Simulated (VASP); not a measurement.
# W (Im-3m) in VASP: a series of runs

The runs below take W through single point, with PBEsol.

Everything below comes from runs of VASP 6.6.1. Logs are shortened: lines on timing, memory, paths and dates and some standing lists are left out, and cuts for length are marked.

## (1) The cell of the first run

The structure is cubic, space group Im-3m (No. 229). Conventional cell: a = 3.160 Å, b = 3.160 Å, c = 3.160 Å, α = 90.00°, β = 90.00°, γ = 90.00°. W (site symmetry m-3m) has 14 W at 2.74 to 3.16 Å within 3.6 Å.

## (2) Single point, PBEsol, non-collinear spin, zero start, spin-orbit coupling

Input file INCAR:

```
PREC = Accurate
ENCUT = 500
EDIFF = 1E-6
ISMEAR = 0
SIGMA = 0.05
LREAL = F
LASPH = T
NELM = 200
ALGO = Normal
ISIF = 2
LWAVE = F
LCHARG = F
MAGMOM = 0 0 0
LORBIT = 11
LSORBIT = T
GGA_COMPAT = F
LORBMOM = T
LMAXMIX = 4
GGA = PS
NBANDS = 25
```

Input file KPOINTS:

```
Automatic mesh
0
Gamma
  8 8 8
```

Input file POSCAR:

```
W
1.0
   -1.5799983977      1.5799983977      1.5799983977
    1.5799983977     -1.5799983977      1.5799983977
    1.5799983977      1.5799983977     -1.5799983977
W
1
Direct
    0.0000000000      0.0000000000      0.0000000000
```

Potentials or basis: VASP PAW PBE potentials, release 64 (W_sv).

The run is started by

```
> cat potpaw_PBE.64/W_sv/POTCAR > POTCAR
> mpirun -np 1 vasp_ncl > vasp.out
```

OUTCAR:

```text
PREC = Accurate
   ENCUT = 500
   EDIFF = 1E-6
   ISMEAR = 0
   LREAL = F
   LASPH = T
   NELM = 200
   ISIF = 2
   LORBIT = 11
   LSORBIT = T
   GGA = PS

 ion  position               nearest neighbor table
   1  0.000  0.000  0.000-

  LATTYP: Found a body centered cubic cell.
 ALAT       =     3.1599967954

  Lattice vectors:

 A1 = (  -1.5799983977,   1.5799983977,   1.5799983977)
 A2 = (   1.5799983977,  -1.5799983977,   1.5799983977)
 A3 = (   1.5799983977,   1.5799983977,  -1.5799983977)

Analysis of symmetry for initial positions (statically):
=====================================================================
 Subroutine PRICEL returns:
 Original cell was already a primitive cell.

 Routine SETGRP: Setting up the symmetry group for a
 body centered cubic supercell.

 Subroutine GETGRP returns: Found 48 space group operations
 (whereof 48 operations were pure point group operations)
 out of a pool of 48 trial point group operations.

The static configuration has the point symmetry O_h .

Analysis of symmetry for dynamics (positions and initial velocities):
=====================================================================
 Subroutine PRICEL returns:
 Original cell was already a primitive cell.

 Routine SETGRP: Setting up the symmetry group for a
 body centered cubic supercell.

 Subroutine GETGRP returns: Found 48 space group operations
 (whereof 48 operations were pure point group operations)
 out of a pool of 48 trial point group operations.

The dynamic configuration has the point symmetry O_h .

Analysis of structural, dynamic, and magnetic symmetry:
=====================================================================
 Subroutine PRICEL returns:
 Original cell was already a primitive cell.

 Routine SETGRP: Setting up the symmetry group for a
 body centered cubic supercell.

 Subroutine GETGRP returns: Found 48 space group operations
 (whereof 48 operations were pure point group operations)
 out of a pool of 48 trial point group operations.

The overall configuration has the point symmetry O_h .

 Subroutine INISYM returns: Found 48 space group operations
 (whereof 48 operations are pure point group operations),
 and found     1 'primitive' translations

----------------------------------------------------------------------------------------

                                     Primitive cell

  volume of cell :      15.7772

  direct lattice vectors                    reciprocal lattice vectors
    -1.579998398  1.579998398  1.579998398     0.000000000  0.316456017  0.316456017
     1.579998398 -1.579998398  1.579998398     0.316456017  0.000000000  0.316456017
     1.579998398  1.579998398 -1.579998398     0.316456017  0.316456017  0.000000000

  length of vectors
     2.736637501  2.736637501  2.736637501     0.447536391  0.447536391  0.447536391

  position of ions in fractional coordinates (direct lattice)
     0.000000000  0.000000000  0.000000000

  ion indices of the primitive-cell ions
   primitive index   ion index
                 1           1

----------------------------------------------------------------------------------------

 KPOINTS: Automatic mesh

Automatic generation of k-mesh.
 Grid dimensions read from file:
 generate k-points for:    8    8    8

 Generating k-lattice:

  Cartesian coordinates                     Fractional coordinates (reciprocal lattice)
     0.000000000  0.039557002  0.039557002     0.125000000  0.000000000  0.000000000
     0.039557002  0.000000000  0.039557002     0.000000000  0.125000000  0.000000000
     0.039557002  0.039557002  0.000000000     0.000000000  0.000000000  0.125000000

  Length of vectors
     0.055942049  0.055942049  0.055942049

  Shift w.r.t. Gamma in fractional coordinates (k-lattice)
     0.000000000  0.000000000  0.000000000

 Subroutine IBZKPT returns following result:
[... 39 lines left out ...]
 SYSTEM =  unknown system
   PREC   = accura    normal or accurate (medium, high low for compatibility)
   ISTART =      0    job   : 0-new  1-cont  2-samecut
   ICHARG =      2    charge: 1-file 2-atom 10-const
   ISPIN  =      1    spin polarized calculation?
   LNONCOLLINEAR =      T non collinear calculations
   LSORBIT =      T    spin-orbit coupling
   LASPH  =      T    aspherical Exc in radial PAW
   ENCUT  =  500.0 eV  36.75 Ry    6.06 a.u.   4.99  4.99  4.99*2*pi/ulx,y,z
   NELM   =    200;   NELMIN=  2; NELMDL= -5     # of ELM steps
   EDIFF  = 0.1E-05   stopping-criterion for ELM
   LREAL  =      F    real-space projection
   EDIFFG = 0.1E-04   stopping-criterion for IOM
   NSW    =      0    number of steps for IOM
   IBRION =     -1    ionic relax: 0-MD 1-quasi-New 2-CG
   NFREE  =      0    steps in history (QN), initial steepest desc. (CG)
   ISIF   =      2    stress and relaxation
   ISYM   =      2    0-nonsym 1-usesym 2-fastsym
   POTIM  = 0.5000    time-step for ionic-motion
   TEBEG  =    0.0;   TEEND  =   0.0 temperature during run
   PSTRESS=    0.0 pullay stress
   NELECT =      14.0000    total number of electrons
   NUPDOWN=      -1.0000    fix difference up-down
   EMIN   =  10.00;   EMAX   =-10.00  energy-range for DOS
   EFERMI =   0.00;   METHOD = LEGACY
   ISMEAR =     0;   SIGMA  =   0.05  broadening in eV -4-tet -1-fermi 0-gaus
   EFERMI_NEDOS =   21; number of points for ismear=-14 and -15
   IALGO  =     38    algorithm
   IMIX   =      4    mixing-type and parameters
     AMIX     =   0.40;   BMIX     =  1.00
     AMIX_MAG =   1.60;   BMIX_MAG =  1.00
  volume/ion in A,a.u.               =      15.78       106.47
  Fermi-wavevector in a.u.,A,eV,Ry     =   1.573165  2.972850 33.672341  2.474847
  Thomas-Fermi vector in A             =   2.674490
   LORBIT       =     11    0 simple, 1 ext, 2 COOP (PROOUT), +10 PAW based schemes
   GGA     = PS    functional components
   LHFCALC =     F    Hartree Fock is set to
   AEXX    =    0.0000 exact exchange contribution
   IVDW    =     0    specifies the selected vdW correction
   LEPSILON=     F    determine dielectric tensor
   LRPA    =     F    only Hartree local field effects (RPA)
 Gauss-broadening in eV      SIGMA  =   0.05
  energy-cutoff  :      500.00
  volume of cell :       15.78
 maximum number of plane-waves:       840
   NGX =  9   NGY =  9   NGZ =  9

 number of electron      14.0000000 magnetization       0.0000000      0.0000000      0.0000000

 number of electron      14.0000004 magnetization      -0.0000000      0.0000000     -0.0000000

 number of electron      14.0000004 magnetization       0.0000000     -0.0000000      0.0000000

 Free energy of the ion-electron system (eV)
  ---------------------------------------------------
  ext. energy  EPLUGINS =         0.00000000
  ---------------------------------------------------
  free energy    TOTEN  =       -14.63500087 eV

  energy without entropy =      -14.63500087  energy(sigma->0) =      -14.63500087

 E-fermi :  11.2223     XC(G=0): -13.7869

 val. band max:       11.0359083420   @ k =  -0.2500   0.2500   0.2500
 cond. band min:      11.4171503376   @ k =  -0.2500   0.2500   0.1250
 fundamental gap:      0.3812419956
 Fermi energy:        11.2223053747

 k-point     1 :       0.0000    0.0000    0.0000
  band No.  band energies     occupation
      1     -62.8047      1.00000
      2     -62.8047      1.00000
      3     -32.4542      1.00000
      4     -32.4542      1.00000
      5     -23.4508      1.00000
      6     -23.4508      1.00000
[... 661 lines left out ...]
     24      27.5894      0.00000
     25      28.9361      0.00000

 [... further k-points ...]
[... 5 lines left out ...]
  --------------------------------------------------------------------------------------
  -------------------------------------------------------------------------------------
  Total        0.0246094      0.0246094      0.0246094     -0.0000000     -0.0000000      0.0000000
  in kB        2.4990878      2.4990878      2.4990878     -0.0000000     -0.0000000      0.0000000
  external PRESSURE =       2.4990878 kB  Pullay stress =       0.0000000 kB

 VOLUME and BASIS-vectors are now :
 -----------------------------------------------------------------------------
  energy-cutoff  :      500.00
  volume of cell :       15.78
      direct lattice vectors                 reciprocal lattice vectors
    -1.579998398  1.579998398  1.579998398     0.000000000  0.316456017  0.316456017
     1.579998398 -1.579998398  1.579998398     0.316456017  0.000000000  0.316456017
     1.579998398  1.579998398 -1.579998398     0.316456017  0.316456017  0.000000000

 POSITION                                       TOTAL-FORCE (eV/Angst)
 -----------------------------------------------------------------------------------
      0.00000      0.00000      0.00000         0.000000      0.000000     -0.000000
 -----------------------------------------------------------------------------------
    total drift:                                0.000000     -0.000000      0.000000

  FREE ENERGIE OF THE ION-ELECTRON SYSTEM (eV)
  ---------------------------------------------------
  free  energy   TOTEN  =       -14.6350008675 eV

  energy  without entropy=      -14.6350008669  energy(sigma->0) =      -14.63500087

 orbital moment (x)

 # of ion     p       d       tot
 ----------------------------------------
  1         0.000   0.000   0.000
 ----------------------------------------
            0.000   0.000   0.000

 orbital moment (y)

 # of ion     p       d       tot
 ----------------------------------------
  1         0.000   0.000   0.000
 ----------------------------------------
            0.000   0.000   0.000

 orbital moment (z)

 # of ion     p       d       tot
 ----------------------------------------
  1         0.000   0.000   0.000
 ----------------------------------------
            0.000   0.000   0.000

 Spin-Orbit-Coupling matrix elements

 Ion:    1  E_soc:     -1.6432258
 l=   1
     0.0000000    -0.2296110    -0.2296110
    -0.2296110     0.0000000    -0.2296110
    -0.2296110    -0.2296110     0.0000000
 l=   2
     0.0000000    -0.0116548     0.0000000    -0.0116548    -0.0326052
    -0.0116548     0.0000000    -0.0244539    -0.0116548    -0.0081513
     0.0000000    -0.0244539     0.0000000    -0.0244539     0.0000000
    -0.0116548    -0.0116548    -0.0244539     0.0000000    -0.0081513
    -0.0326052    -0.0081513     0.0000000    -0.0081513     0.0000000
 l=   3
     0.0000000     0.0000000     0.0000000     0.0000000     0.0000000     0.0000000     0.0000000
     0.0000000     0.0000000     0.0000000     0.0000000     0.0000000     0.0000000     0.0000000
     0.0000000     0.0000000     0.0000000     0.0000000     0.0000000     0.0000000     0.0000000
     0.0000000     0.0000000     0.0000000     0.0000000     0.0000000     0.0000000     0.0000000
     0.0000000     0.0000000     0.0000000     0.0000000     0.0000000     0.0000000     0.0000000
     0.0000000     0.0000000     0.0000000     0.0000000     0.0000000     0.0000000     0.0000000
     0.0000000     0.0000000     0.0000000     0.0000000     0.0000000     0.0000000     0.0000000

 total charge

# of ion       s       p       d       tot
------------------------------------------
    1        2.406   6.352   3.371  12.129

 magnetization (x)

# of ion       s       p       d       tot
------------------------------------------
    1       -0.000   0.000   0.000   0.000

 magnetization (y)

# of ion       s       p       d       tot
------------------------------------------
    1        0.000  -0.000   0.000  -0.000

 magnetization (z)

# of ion       s       p       d       tot
------------------------------------------
    1        0.000   0.000   0.000   0.000
```

Wall time 13 s (1 thread of Intel Xeon 6975P-C, shared host); peak memory 0.17 GiB.

Results:

| Item | Value |
| --- | --- |
| Free energy | -14.6350 eV |
| Pressure | 0.2 GPa |
| Net moment | 0.00 μB per cell |
| Valence electrons inside the program's atomic spheres | W 12.13 |

Moments on the atoms (μB; x, y, z):
```
W   0.00 0.00 0.00
```

Caveat: the PAW data sets were made with another functional, which shifts forces and pressure a little.

## (3) Single point, PBEsol, non-collinear spin, zero start, spin-orbit coupling (volume scaled by 1.05)

Input file INCAR:

```
SYSTEM = W
ALGO = Normal
EDIFF = 1E-6
ENCUT = 500
GGA = PS
GGA_COMPAT = .FALSE.
ISIF = 2
ISMEAR = 0
LASPH = .TRUE.
LCHARG = .FALSE.
LMAXMIX = 4
LNONCOLLINEAR = .TRUE.
LORBIT = 11
LORBMOM = .TRUE.
LREAL = .FALSE.
LSORBIT = .TRUE.
LWAVE = .FALSE.
MAGMOM = 0 0 0
NBANDS = 25
NELM = 200
PREC = Accurate
SIGMA = 0.05
```

Input file KPOINTS:

```
k-points
0
G
  8 8 8
  0 0 0
```

Input file POSCAR:

```
W
1.0
   -1.6059046152      1.6059046152      1.6059046152
    1.6059046152     -1.6059046152      1.6059046152
    1.6059046152      1.6059046152     -1.6059046152
W
1
Direct
    0.0000000000      0.0000000000      0.0000000000
```

Potentials or basis: VASP PAW PBE potentials, release 64 (W_sv).

The run is started by

```
> cat potpaw_PBE.64/W_sv/POTCAR > POTCAR
> mpirun -np 1 vasp_ncl > vasp.out
```

OUTCAR:

```text
SYSTEM = W
   EDIFF = 1E-6
   ENCUT = 500
   GGA = PS
   ISIF = 2
   ISMEAR = 0
   LASPH = .TRUE.
   LNONCOLLINEAR = .TRUE.
   LORBIT = 11
   LREAL = .FALSE.
   LSORBIT = .TRUE.
   NELM = 200
   PREC = Accurate

 ion  position               nearest neighbor table
   1  0.000  0.000  0.000-

  LATTYP: Found a body centered cubic cell.
 ALAT       =     3.2118092304

  Lattice vectors:

 A1 = (  -1.6059046152,   1.6059046152,   1.6059046152)
 A2 = (   1.6059046152,  -1.6059046152,   1.6059046152)
 A3 = (   1.6059046152,   1.6059046152,  -1.6059046152)

Analysis of symmetry for initial positions (statically):
=====================================================================
 Subroutine PRICEL returns:
[... 918 lines left out ...]
  1         0.000   0.000   0.000
 ----------------------------------------
            0.000   0.000   0.000

 Spin-Orbit-Coupling matrix elements

 Ion:    1  E_soc:     -1.6529192
 l=   1
     0.0000000    -0.2294342    -0.2294342
    -0.2294342     0.0000000    -0.2294342
    -0.2294342    -0.2294342     0.0000000
 l=   2
     0.0000000    -0.0120842     0.0000000    -0.0120842    -0.0339682
    -0.0120842     0.0000000    -0.0254761    -0.0120842    -0.0084920
     0.0000000    -0.0254761     0.0000000    -0.0254761     0.0000000
    -0.0120842    -0.0120842    -0.0254761     0.0000000    -0.0084920
    -0.0339682    -0.0084920     0.0000000    -0.0084920     0.0000000
 l=   3
     0.0000000     0.0000000     0.0000000     0.0000000     0.0000000     0.0000000     0.0000000
     0.0000000     0.0000000     0.0000000     0.0000000     0.0000000     0.0000000     0.0000000
     0.0000000     0.0000000     0.0000000     0.0000000     0.0000000     0.0000000     0.0000000
     0.0000000     0.0000000     0.0000000     0.0000000     0.0000000     0.0000000     0.0000000
     0.0000000     0.0000000     0.0000000     0.0000000     0.0000000     0.0000000     0.0000000
     0.0000000     0.0000000     0.0000000     0.0000000     0.0000000     0.0000000     0.0000000
     0.0000000     0.0000000     0.0000000     0.0000000     0.0000000     0.0000000     0.0000000

 total charge

# of ion       s       p       d       tot
------------------------------------------
    1        2.392   6.323   3.303  12.019

 magnetization (x)

# of ion       s       p       d       tot
------------------------------------------
    1        0.000   0.000   0.000   0.000

 magnetization (y)

# of ion       s       p       d       tot
------------------------------------------
    1       -0.000  -0.000   0.000  -0.000

 magnetization (z)

# of ion       s       p       d       tot
------------------------------------------
    1        0.000   0.000   0.000   0.000
```

stdout:

```text
POSCAR found type information on POSCAR W
 POSCAR found :  1 types and       1 ions
 scaLAPACK will be used
 -----------------------------------------------------------------------------
|                                                                             |
|                                                                             |
|     You enforced a specific xc type in the INCAR file but a different       |
|     I HOPE YOU KNOW WHAT YOU ARE DOING!                                     |
|                                                                             |
 -----------------------------------------------------------------------------

 LDA part: xc-table for (Slater+PW92), standard interpolation
 POSCAR, INCAR and KPOINTS ok, starting setup
 FFT: planning ... GRIDC
 FFT: planning ... GRID_SOFT
 FFT: planning ... GRID
 WAVECAR not read
 entering main loop
```

Run time: 16 s. Hardware: 1 thread of Intel Xeon 6975P-C, shared host; peak memory 0.17 GiB.

What came out:

| Quantity | Value |
| --- | --- |
| Free energy | -14.6000 eV |
| Pressure | -14.1 GPa |
| Net moment | 0.00 μB per cell |
| Valence electrons inside the program's atomic spheres | W 12.02 |

Moments on the atoms (μB; x, y, z):
```
W   0.00 0.00 0.00
```

Caveat: the PAW data sets were made with another functional, which shifts forces and pressure a little.

## (4) Single point, PBEsol, non-collinear spin, zero start, spin-orbit coupling

Input file INCAR:

```
SYSTEM = W
  PREC = Accurate
  ENCUT = 500
  EDIFF = 1E-6
  ISMEAR = 0
  SIGMA = 0.05
  LREAL = .FALSE.
  LASPH = .TRUE.
  NELM = 200
  ALGO = Normal
  ISIF = 2
  LWAVE = .FALSE.
  LCHARG = .FALSE.
  LNONCOLLINEAR = .TRUE.
  MAGMOM = 0 0 0
  LORBIT = 11
  LSORBIT = .TRUE.
  GGA_COMPAT = .FALSE.
  LORBMOM = .TRUE.
  LMAXMIX = 4
  GGA = PS
  NBANDS = 25
```

Input file KPOINTS:

```
regular mesh
0
G
  12 12 12
  0 0 0
```

Input file POSCAR:

```
W
1.0
   -1.5799983977      1.5799983977      1.5799983977
    1.5799983977     -1.5799983977      1.5799983977
    1.5799983977      1.5799983977     -1.5799983977
W
1
Direct
    0.0000000000      0.0000000000      0.0000000000
```

The run is started by

```
> cat potpaw_PBE.64/W_sv/POTCAR > POTCAR
> mpirun -np 1 vasp_ncl > vasp.out
```

Run time: 35 s. Hardware: 1 thread of Intel Xeon 6975P-C, shared host; peak memory 0.18 GiB.

Results (log left out):

```yaml
Free_energy: -14.6295 eV
Pressure: 0.0 GPa
Net_moment: 0.00 μB per cell
Valence_electrons_inside_the_program's_atomic_spheres: W 12.13
```

Moments on the atoms (μB; x, y, z):
```
W   0.00 0.00 0.00
```

Caveat: the PAW data sets were made with another functional, which shifts forces and pressure a little.

## (5) The runs side by side

| cell | k mesh | pressure (GPa) | moment (μB) |
| --- | --- | --- | --- |
| a = 2.737 Å, angles 109.5°, 1 atom | 8 × 8 × 8 | 0.2 | 0.00 |
| a = 2.782 Å, angles 109.5°, 1 atom | 8 × 8 × 8 | -14.1 | 0.00 |
| a = 2.737 Å, angles 109.5°, 1 atom | 12 × 12 × 12 | 0.0 | 0.00 |

Alike in all rows: task single point; level PBEsol; potentials or basis VASP PAW PBE potentials, release 64 (W_sv); spin non-collinear, zero start, SOC; cutoff (eV) 500; smearing gaussian 0.05 eV.

Caveats: the PAW data sets were made with another functional, which shifts forces and pressure a little.

Absolute energies hang on the potentials; compare differences alone.
